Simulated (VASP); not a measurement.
Set up this calculation in VASP 6.6.1, as the native input.

```
Task                   : single point
Functional             : PBE
Potentials or basis    : VASP PAW PBE potentials, release 64 (Li_sv)
Cutoff                 : 520 eV
k mesh                 : 22 × 22 × 22
Occupations            : gaussian, width 0.15 eV
Spin                   : no spin polarisation
Dipole correction      : no
Further INCAR settings : ALGO = Fast; EDIFF = 1e-07; NBANDS = 8
```

The structure of Li lies in POSCAR:

```
Li
1.0
   -1.8346822244      1.7510159341      1.7510159341
    1.7510159341     -1.8346822244      1.7510159341
    1.7510159341      1.7510159341     -1.8346822244
Li
1
Direct
    0.0000000000      0.0000000000      0.0000000000
```

This cell differs from its parent crystal: ratio of the length along [111] to the lengths across it x 0.93, volume and fractional coordinates fixed.

The input as run:

INCAR

```
SYSTEM = Li
PREC = Accurate
ENCUT = 520
EDIFF = 1E-7
ISMEAR = 0
SIGMA = 0.15
LREAL = .False.
LASPH = .True.
NELM = 60
ALGO = Fast
ISIF = 2
LWAVE = .False.
LCHARG = .False.
GGA = PE
NBANDS = 8
```

KPOINTS

```
regular mesh
0
Gamma
  22 22 22
  0 0 0
```

Potentials or basis: VASP PAW PBE potentials, release 64 (Li_sv).

Run with:

```console
$ cat potpaw_PBE.64/Li_sv/POTCAR > POTCAR
$ mpirun -np 1 vasp_std > vasp.out
```

It gave:

```yaml
Band_gap_on_the_k_mesh: zero (an odd number of electrons rules out a gap without spin polarisation)
```

It took 110 s on 1 thread of Intel(R) Xeon(R) Platinum 8488C (Sapphire Rapids), with other jobs on the host, peak memory 0.25 GiB.
